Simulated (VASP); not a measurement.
# Cu (I4/mmm) in VASP: a series of runs, part 2 of 2

VASP 6.6.1. The steps go on from the part before.

## Step 3: Single point, PBE0

This run uses another cell than the first one, of 11.69 Å³/atom.

The input, POSCAR:

```
Cu
1.0
   -1.4523485211      1.4523485211      1.3851948378
    1.4523485211     -1.4523485211      1.3851948378
    1.4523485211      1.4523485211     -1.3851948378
Cu
1
Direct
    0.0000000000      0.0000000000      0.0000000000
```

The input, INCAR.step1:

```
PREC = Accurate
ENCUT = 520
EDIFF = 1E-5
ISMEAR = -1
SIGMA = 0.05
LREAL = F
LASPH = T
NELM = 80
ALGO = Normal
ISIF = 2
LWAVE = T
LCHARG = F
NBANDS = 12
GGA = PE
```

The input, INCAR.step2:

```
PREC = Accurate
ENCUT = 520
EDIFF = 1E-6
ISMEAR = -1
SIGMA = 0.05
LREAL = F
LASPH = T
NELM = 80
ALGO = Normal
ISIF = 2
LWAVE = F
LCHARG = F
GGA = PE
LHFCALC = T
AEXX = 0.25
PRECFOCK = Normal
NBANDS = 12
ISTART = 1
```

The input, KPOINTS:

```
Automatic mesh
0
Gamma
  8 8 8
```

Potentials or basis: VASP PAW PBE potentials, release 64 (Cu).

Command:

```
$ cat potpaw_PBE.64/Cu/POTCAR > POTCAR
$ cp INCAR.step1 INCAR
$ mpirun -np 1 vasp_std > vasp.out
$ cp INCAR.step2 INCAR
$ mpirun -np 1 vasp_std > vasp.out
```

OUTCAR:

```text
PREC = Accurate
   ENCUT = 520
   EDIFF = 1E-6
   ISMEAR = -1
   LREAL = F
   LASPH = T
   NELM = 80
   ISIF = 2
   GGA = PE
   LHFCALC = T
   AEXX = 0.25
   PRECFOCK = Normal
   ISTART = 1

 ion  position               nearest neighbor table
   1  0.000  0.000  0.000-

  LATTYP: Found a body centered tetragonal cell.
 ALAT       =     2.9046970422
 C/A-ratio  =     0.9537620052

  Lattice vectors:

 A1 = (  -1.4523485211,   1.4523485211,   1.3851948378)
 A2 = (   1.4523485211,  -1.4523485211,   1.3851948378)
 A3 = (   1.4523485211,   1.4523485211,  -1.3851948378)

Analysis of symmetry for initial positions (statically):
=====================================================================
 Subroutine PRICEL returns:
 Original cell was already a primitive cell.

 Routine SETGRP: Setting up the symmetry group for a
 body centered tetragonal supercell.

 Subroutine GETGRP returns: Found 16 space group operations
 (whereof 16 operations were pure point group operations)
 out of a pool of 16 trial point group operations.

The static configuration has the point symmetry D_4h.
[... 167 lines left out ...]

 val. band max:        7.3884662463   @ k =   0.5000   0.1250   0.0000
 cond. band min:       7.7704661372   @ k =   0.5000   0.2500   0.0000
 fundamental gap:      0.3819998909
 Fermi energy:         7.4008606302

 k-point     1 :       0.0000    0.0000    0.0000
  band No.  band energies     occupation
      1      -3.3957      2.00000
      2       2.3454      2.00000
      3       2.5351      2.00000
      4       2.5351      2.00000
      5       3.4106      2.00000
      6       3.6108      2.00000
      7      33.7908      0.00000
      8      33.7908      0.00000
      9      35.0194      0.00000
     10      37.9883      0.00000
     11      38.3236      0.00000
     12      38.3236      0.00000
[... 331 lines left out ...]
 k-point    24 :       0.3750    0.1250    0.1250
  band No.  band energies     occupation
      1       1.1434      2.00000
      2       1.6029      2.00000
      3       2.9556      2.00000
      4       3.6006      2.00000
      5       3.8093      2.00000
      6      10.3002      0.00000
      7      13.6962      0.00000
      8      20.9516      0.00000
      9      21.4013      0.00000
     10      37.3090      0.00000
     11      40.5488      0.00000
     12      44.7171      0.00000

 [... further k-points ...]
[... 5 lines left out ...]
  --------------------------------------------------------------------------------------
  -------------------------------------------------------------------------------------
  Total        0.2840912      0.2840912      0.2577071      0.0000000      0.0000000     -0.0000000
  in kB       38.9453628     38.9453628     35.3284334      0.0000000      0.0000000     -0.0000000
  external PRESSURE =      37.7397197 kB  Pullay stress =       0.0000000 kB

 VOLUME and BASIS-vectors are now :
 -----------------------------------------------------------------------------
  energy-cutoff  :      520.00
  volume of cell :       11.69
      direct lattice vectors                 reciprocal lattice vectors
    -1.452348521  1.452348521  1.385194838     0.000000000  0.344269983  0.360960052
     1.452348521 -1.452348521  1.385194838     0.344269983  0.000000000  0.360960052
     1.452348521  1.452348521 -1.385194838     0.344269983  0.344269983  0.000000000

 POSITION                                       TOTAL-FORCE (eV/Angst)
 -----------------------------------------------------------------------------------
      0.00000      0.00000      0.00000        -0.000000     -0.000000     -0.000000
 -----------------------------------------------------------------------------------
    total drift:                                0.000000     -0.000000     -0.000000

  FREE ENERGIE OF THE ION-ELECTRON SYSTEM (eV)
  ---------------------------------------------------
  free  energy   TOTEN  =        -3.7786614841 eV

  energy  without entropy=       -3.7764910259  energy(sigma->0) =       -3.77757625
```

OUTCAR.step1:

```text
PREC = Accurate
   ENCUT = 520
   EDIFF = 1E-5
   ISMEAR = -1
   LREAL = F
[... 576 lines left out ...]

 POSITION                                       TOTAL-FORCE (eV/Angst)
 -----------------------------------------------------------------------------------
      0.00000      0.00000      0.00000        -0.000000     -0.000000     -0.000000
 -----------------------------------------------------------------------------------
    total drift:                                0.000000     -0.000000      0.000000

  FREE ENERGIE OF THE ION-ELECTRON SYSTEM (eV)
  ---------------------------------------------------
  free  energy   TOTEN  =        -3.6528972716 eV

  energy  without entropy=       -3.6455339432  energy(sigma->0) =       -3.64921561
```

It took 54 min on 1 thread of Oxide Virtual Turin-like, shared host; peak memory 0.1 GiB.

Results:

```yaml
Free_energy: -3.7787 eV
Pressure: 3.8 GPa
Band_gap_on_the_k_mesh: zero (an odd number of electrons rules out a gap without spin polarisation)
```

Stress tensor (GPa, compression positive):
```
3.89 0.00 0.00
0.00 3.89 0.00
0.00 0.00 3.53
```

Caveat: the k points lie up to 0.39 Å⁻¹ apart, too coarse for converged energies and pressures of a metal; the PAW data sets were made with another functional, which shifts forces and pressure a little.

## Step 4: Single point, r2SCANh

This run uses another cell than the first one, of 11.46 Å³/atom.

The input, POSCAR:

```
Cu
1.0
   -1.4427933200      1.4427933200      1.3760814500
    1.4427933200     -1.4427933200      1.3760814500
    1.4427933200      1.4427933200     -1.3760814500
Cu
1
Direct
    0.0000000000      0.0000000000      0.0000000000
```

The input, INCAR.step1:

```
SYSTEM = Cu
PREC = Accurate
ENCUT = 520
EDIFF = 1E-5
ISMEAR = -1
SIGMA = 0.05
LREAL = .FALSE.
LASPH = .TRUE.
NELM = 100
ALGO = Normal
ISIF = 2
LWAVE = .TRUE.
LCHARG = .FALSE.
NBANDS = 12
GGA = PE
```

The input, INCAR.step2:

```
SYSTEM = Cu
PREC = Accurate
ENCUT = 520
EDIFF = 1E-6
ISMEAR = -1
SIGMA = 0.05
LREAL = .FALSE.
LASPH = .TRUE.
NELM = 100
ALGO = Normal
ISIF = 2
LWAVE = .FALSE.
LCHARG = .FALSE.
METAGGA = R2SCAN
LHFCALC = .TRUE.
AEXX = 0.1
LMIXTAU = .TRUE.
PRECFOCK = Normal
NBANDS = 12
ISTART = 1
```

The input, KPOINTS:

```
Automatic mesh
0
G
  7 7 7
  0 0 0
```

Command:

```
$ cat potpaw_PBE.64/Cu/POTCAR > POTCAR
$ cp INCAR.step1 INCAR
$ mpirun -np 1 vasp_std > vasp.out
$ cp INCAR.step2 INCAR
$ mpirun -np 1 vasp_std > vasp.out
```

It took 16 min on 1 thread of Oxide Virtual Turin-like, shared host; peak memory 0.1 GiB.

Results (log left out):

```
Free energy            : -10.2008 eV
Pressure               : 2.1 GPa
Band gap on the k mesh : zero (an odd number of electrons rules out a gap without spin polarisation)
```

Stress tensor (GPa, compression positive):
```
 3.90  0.00  0.00
 0.00  3.90  0.00
 0.00  0.00 -1.43
```

Levels at points of the mesh, in eV from the Fermi level:
| k point | band 3 | band 4 | band 5 | band 6 | band 7 | band 8 | band 9 | band 10 |
| --- | --- | --- | --- | --- | --- | --- | --- | --- |
| (0.00, 0.00, 0.00) | -3.82 | -3.82 | -2.94 | -2.73 | 26.51 | 26.51 | 27.82 | 30.87 |

Caveat: the k points lie up to 0.45 Å⁻¹ apart, too coarse for converged energies and pressures of a metal; the PAW data sets were made with another functional, which shifts forces and pressure a little.

## Step 5: Single point, r2SCAN50

This run uses another cell than the first one, of 11.46 Å³/atom.

POSCAR is that of step 4.

The input, INCAR.step1:

```
SYSTEM = Cu
PREC     = Accurate       ! precision mode
ENCUT    = 520            ! plane-wave cutoff, eV
EDIFF    = 1E-5           ! SCF threshold, eV
ISMEAR   = -1             ! smearing method
SIGMA    = 0.05           ! smearing width, eV
LREAL    = .FALSE.        ! projectors in reciprocal space
LASPH    = .TRUE.         ! aspherical terms in the spheres
NELM     = 100            ! most SCF steps
ALGO     = Normal         ! electronic algorithm
ISIF     = 2              ! what is computed and relaxed
LWAVE    = .TRUE.         ! write WAVECAR
LCHARG   = .FALSE.        ! write CHGCAR
GGA      = PE             ! functional
NBANDS   = 12             ! bands
```

The input, INCAR.step2:

```
SYSTEM = Cu
PREC     = Accurate       ! precision mode
ENCUT    = 520            ! plane-wave cutoff, eV
EDIFF    = 1E-6           ! SCF threshold, eV
ISMEAR   = -1             ! smearing method
SIGMA    = 0.05           ! smearing width, eV
LREAL    = .FALSE.        ! projectors in reciprocal space
LASPH    = .TRUE.         ! aspherical terms in the spheres
NELM     = 100            ! most SCF steps
ALGO     = Normal         ! electronic algorithm
ISIF     = 2              ! what is computed and relaxed
LWAVE    = .FALSE.        ! write WAVECAR
LCHARG   = .FALSE.        ! write CHGCAR
METAGGA  = R2SCAN         ! meta-GGA
LHFCALC  = .TRUE.         ! exact exchange
AEXX     = 0.5            ! exact-exchange fraction
LMIXTAU  = .TRUE.       
PRECFOCK = Normal       
ISTART   = 1            
NBANDS   = 12             ! bands
```

KPOINTS is that of step 4.

Command:

```
$ cat potpaw_PBE.64/Cu/POTCAR > POTCAR
$ cp INCAR.step1 INCAR
$ mpirun -np 1 vasp_std > vasp.out
$ cp INCAR.step2 INCAR
$ mpirun -np 1 vasp_std > vasp.out
```

It took 17 min on 1 thread of Oxide Virtual Turin-like, shared host; peak memory 0.1 GiB.

It converged, with:

| Quantity | Value |
| --- | --- |
| Free energy | -8.0530 eV |
| Pressure | 6.5 GPa |
| Band gap on the k mesh | zero (an odd number of electrons rules out a gap without spin polarisation) |

Stress tensor (GPa, compression positive):
```
8.59 0.00 0.00
0.00 8.59 0.00
0.00 0.00 2.44
```

Levels at points of the mesh, in eV from the Fermi level:
| k point | band 3 | band 4 | band 5 | band 6 | band 7 | band 8 | band 9 | band 10 |
| --- | --- | --- | --- | --- | --- | --- | --- | --- |
| (0.00, 0.00, 0.00) | -6.96 | -6.96 | -6.02 | -5.85 | 28.58 | 28.58 | 29.86 | 33.23 |

Caveat: the k points lie up to 0.45 Å⁻¹ apart, too coarse for converged energies and pressures of a metal; the PAW data sets were made with another functional, which shifts forces and pressure a little.

## Step 6: Summary

```tsv
level	cell	k mesh	share of exact exchange	screening parameter	gap on the mesh (eV)	pressure (GPa)
HSE06	a = 2.509 Å, angles 108.2, 108.2, 112.0°, 1 atom	8 × 8 × 8	0.25	0.2079 1/Å	none	-0.9
PBE0	a = 2.477 Å, angles 108.2, 108.2, 112.0°, 1 atom	8 × 8 × 8	0.25	-	none	3.8
r2SCANh	a = 2.461 Å, angles 108.2, 108.2, 112.0°, 1 atom	7 × 7 × 7	0.1	-	none	2.1
r2SCAN50	a = 2.461 Å, angles 108.2, 108.2, 112.0°, 1 atom	7 × 7 × 7	0.5	-	none	6.5
```

Alike in all rows: task single point; potentials or basis VASP PAW PBE potentials, release 64 (Cu); no spin polarisation; cutoff (eV) 520; smearing fermi-dirac 0.05 eV.

Caveats: all runs use coarse meshes; the PAW data sets were made with another functional, which shifts forces and pressure a little.

Absolute energies hang on the potentials; compare differences alone.

The gap in the log of VASP goes by the Fermi energy; the results here count the filled bands.